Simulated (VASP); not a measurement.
# Sb (I4/mmm) in VASP: further runs, part 2 of 2

VASP 6.6.1. The steps go on from the part before.

## Step 4: Single point, r2SCAN

This run uses another cell than the first one, of 28.04 Å³/atom, 1.040 times its volume.

The input, POSCAR:

```
Sb
1.0
   -1.5972865120      1.5972865120      2.7476259243
    1.5972865120     -1.5972865120      2.7476259243
    1.5972865120      1.5972865120     -2.7476259243
Sb
1
Direct
    0.0000000000      0.0000000000      0.0000000000
```

The input, INCAR.step1:

```
ALGO     = Normal         # electronic algorithm
EDIFF    = 1E-4           # SCF threshold, eV
ENCUT    = 520            # plane-wave cutoff, eV
GGA      = PE             # functional
ISMEAR   = -1             # smearing method
LASPH    = True           # aspherical terms in the spheres
LCHARG   = False          # write CHGCAR
LREAL    = False          # projectors in reciprocal space
LWAVE    = True           # write WAVECAR
NBANDS   = 8              # bands
NELM     = 100            # most SCF steps
PREC     = Accurate       # precision mode
SIGMA    = 0.05           # smearing width, eV
```

The input, INCAR.step2:

```
ALGO     = Normal         # electronic algorithm
EDIFF    = 1E-6           # SCF threshold, eV
ENCUT    = 520            # plane-wave cutoff, eV
ISIF     = 2              # what is computed and relaxed
ISMEAR   = -1             # smearing method
ISTART   = 1            
LASPH    = True           # aspherical terms in the spheres
LCHARG   = True           # write CHGCAR
LELF     = True           # ELF
LMIXTAU  = True         
LREAL    = False          # projectors in reciprocal space
LVHAR    = True         
LWAVE    = False          # write WAVECAR
METAGGA  = R2SCAN         # meta-GGA
NBANDS   = 8              # bands
NELM     = 100            # most SCF steps
PREC     = Accurate       # precision mode
SIGMA    = 0.05           # smearing width, eV
```

The input, KPOINTS:

```
k-points
0
Gamma
  12 12 12
```

Potentials or basis: VASP PAW PBE potentials, release 64 (Sb).

Started as:

```console
cat potpaw_PBE.64/Sb/POTCAR > POTCAR
cp INCAR.step1 INCAR
mpirun -np 1 vasp_std > vasp.out
cp INCAR.step2 INCAR
mpirun -np 1 vasp_std > vasp.out
```

OUTCAR:

```text
EDIFF = 1E-6
   ENCUT = 520
   ISIF = 2
   ISMEAR = -1
   ISTART = 1
   LASPH = True
   LREAL = False
   METAGGA = R2SCAN
   NELM = 100
   PREC = Accurate

 ion  position               nearest neighbor table
   1  0.000  0.000  0.000-

  LATTYP: Found a body centered tetragonal cell.
 ALAT       =     3.1945730240
 C/A-ratio  =     1.7201835135

  Lattice vectors:

 A1 = (  -1.5972865120,   1.5972865120,   2.7476259243)
 A2 = (   1.5972865120,  -1.5972865120,   2.7476259243)
 A3 = (   1.5972865120,   1.5972865120,  -2.7476259243)

Analysis of symmetry for initial positions (statically):
=====================================================================
 Subroutine PRICEL returns:
 Original cell was already a primitive cell.

 Routine SETGRP: Setting up the symmetry group for a
 body centered tetragonal supercell.

 Subroutine GETGRP returns: Found 16 space group operations
 (whereof 16 operations were pure point group operations)
 out of a pool of 16 trial point group operations.

The static configuration has the point symmetry D_4h.

Analysis of symmetry for dynamics (positions and initial velocities):
=====================================================================
 Subroutine PRICEL returns:
 Original cell was already a primitive cell.

 Routine SETGRP: Setting up the symmetry group for a
 body centered tetragonal supercell.

 Subroutine GETGRP returns: Found 16 space group operations
 (whereof 16 operations were pure point group operations)
 out of a pool of 16 trial point group operations.

The dynamic configuration has the point symmetry D_4h.

[... 103 lines left out ...]
   ISYM   =      2    0-nonsym 1-usesym 2-fastsym
   POTIM  = 0.5000    time-step for ionic-motion
   TEBEG  =    0.0;   TEEND  =   0.0 temperature during run
   PSTRESS=    0.0 pullay stress
   NELECT =       5.0000    total number of electrons
   NUPDOWN=      -1.0000    fix difference up-down
   EMIN   =  10.00;   EMAX   =-10.00  energy-range for DOS
   EFERMI =   0.00;   METHOD = LEGACY
   ISMEAR =    -1;   SIGMA  =   0.05  broadening in eV -4-tet -1-fermi 0-gaus
   EFERMI_NEDOS =   21; number of points for ismear=-14 and -15
   IALGO  =     38    algorithm
   IMIX   =      4    mixing-type and parameters
     AMIX     =   0.40;   BMIX     =  1.00
     AMIX_MAG =   1.60;   BMIX_MAG =  1.00
  volume/ion in A,a.u.               =      28.04       189.23
  Fermi-wavevector in a.u.,A,eV,Ry     =   0.921447  1.741283 11.552228  0.849065
  Thomas-Fermi vector in A             =   2.046865
   LORBIT       =      0    0 simple, 1 ext, 2 COOP (PROOUT), +10 PAW based schemes
   METAGGA = R2SCAN    functional components
   LHFCALC =     F    Hartree Fock is set to
   AEXX    =    0.0000 exact exchange contribution
   IVDW    =     0    specifies the selected vdW correction
   LEPSILON=     F    determine dielectric tensor
   LRPA    =     F    only Hartree local field effects (RPA)
 non-spin polarized calculation
  energy-cutoff  :      520.00
  volume of cell :       28.04
 maximum number of plane-waves:       768
   NGX = 13   NGY = 13   NGZ = 13

 number of electron       5.0000000 magnetization

 Free energy of the ion-electron system (eV)
  ---------------------------------------------------
  ext. energy  EPLUGINS =         0.00000000
  ---------------------------------------------------
  free energy    TOTEN  =       -25.27064535 eV

  energy without entropy =      -25.26493325  energy(sigma->0) =      -25.26778930

 E-fermi :   7.9644     XC(G=0): -10.5959

 val. band max:        7.9518722519   @ k =  -0.4167  -0.4167   0.2500
 cond. band min:       7.9903711415   @ k =   0.5000   0.2500   0.0000
 fundamental gap:      0.0384988896
 Fermi energy:         7.9643791280

 k-point     1 :       0.0000    0.0000    0.0000
  band No.  band energies     occupation
      1      -5.3191      2.00000
      2      12.5230      0.00000
      3      13.4059      0.00000
      4      13.4059      0.00000
      5      17.5355      0.00000
      6      18.9806      0.00000
      7      19.1035      0.00000
      8      19.1035      0.00000
[... 243 lines left out ...]
 k-point    24 :      -0.4167    0.1667    0.0000
  band No.  band energies     occupation
      1      -2.0748      2.00000
      2       4.2773      2.00000
      3       9.2324      0.00000
      4      10.7347      0.00000
      5      14.9856      0.00000
      6      16.8256      0.00000
      7      18.9263      0.00000
      8      22.1194      0.00000

 [... further k-points ...]
[... 5 lines left out ...]
  --------------------------------------------------------------------------------------
  -------------------------------------------------------------------------------------
  Total       -0.3112747     -0.3112747     -0.0482436      0.0000000     -0.0000000      0.0000000
  in kB      -17.7857097    -17.7857097     -2.7565587      0.0000000     -0.0000000      0.0000000
  external PRESSURE =     -12.7759927 kB  Pullay stress =       0.0000000 kB

 VOLUME and BASIS-vectors are now :
 -----------------------------------------------------------------------------
  energy-cutoff  :      520.00
  volume of cell :       28.04
      direct lattice vectors                 reciprocal lattice vectors
    -1.597286512  1.597286512  2.747625924     0.000000000  0.313030878  0.181975281
     1.597286512 -1.597286512  2.747625924     0.313030878  0.000000000  0.181975281
     1.597286512  1.597286512 -2.747625924     0.313030878  0.313030878  0.000000000

 POSITION                                       TOTAL-FORCE (eV/Angst)
 -----------------------------------------------------------------------------------
      0.00000      0.00000      0.00000        -0.000000      0.000000      0.000000
 -----------------------------------------------------------------------------------
    total drift:                                0.000000      0.000000      0.000000

  FREE ENERGIE OF THE ION-ELECTRON SYSTEM (eV)
  ---------------------------------------------------
  free  energy   TOTEN  =       -25.2706453499 eV

  energy  without entropy=      -25.2649332543  energy(sigma->0) =      -25.26778930
```

Run time: 70 s. Hardware: 1 thread of Intel Xeon 6975P-C (Granite Rapids), shared host; peak memory 0.18 GiB.

What came out:

- Free energy: -25.2706 eV
- Pressure: -1.3 GPa

Stress tensor (GPa, compression positive):
```
-1.78  0.00  0.00
 0.00 -1.78  0.00
 0.00  0.00 -0.28
```

Levels at points of the mesh, in eV from the Fermi level:
```csv
k point,band 1,band 2,band 3,band 4,band 5,band 6,band 7
"(0.00, 0.00, 0.00)",-13.28,4.56,5.44,5.44,9.57,11.02,11.14
"(0.50, 0.00, 0.00)",-9.43,-5.88,1.72,5.38,6.47,10.50,11.13
"(0.50, 0.50, 0.00)",-6.89,-4.54,-1.15,0.60,3.92,4.66,16.19
"(0.50, 0.50, 0.50)",-9.59,-5.75,2.13,2.13,6.11,6.60,18.72
```

Caveat: the PAW data sets were made with another functional, which shifts forces and pressure a little; spin-orbit coupling is left out, which moves the levels of the heavy elements.

## Step 5: Overview

```tsv
cell	gap on the mesh (eV)	pressure (GPa)
a = 3.511 Å, angles 126.6, 126.6, 78.8°, 1 atom	none	1.1
a = 3.534 Å, angles 126.6, 126.6, 78.8°, 1 atom	none	-0.1
a = 3.557 Å, angles 126.6, 126.6, 78.8°, 1 atom	none	-1.3
```

Alike in all rows: task single point; level r2SCAN; potentials or basis VASP PAW PBE potentials, release 64 (Sb); no spin polarisation; k mesh 12 × 12 × 12; cutoff (eV) 520; smearing fermi-dirac 0.05 eV.

Caveats: the PAW data sets were made with another functional, which shifts forces and pressure a little; spin-orbit coupling is left out, which moves the levels of the heavy elements.

Absolute energies hang on the potentials; compare differences alone.
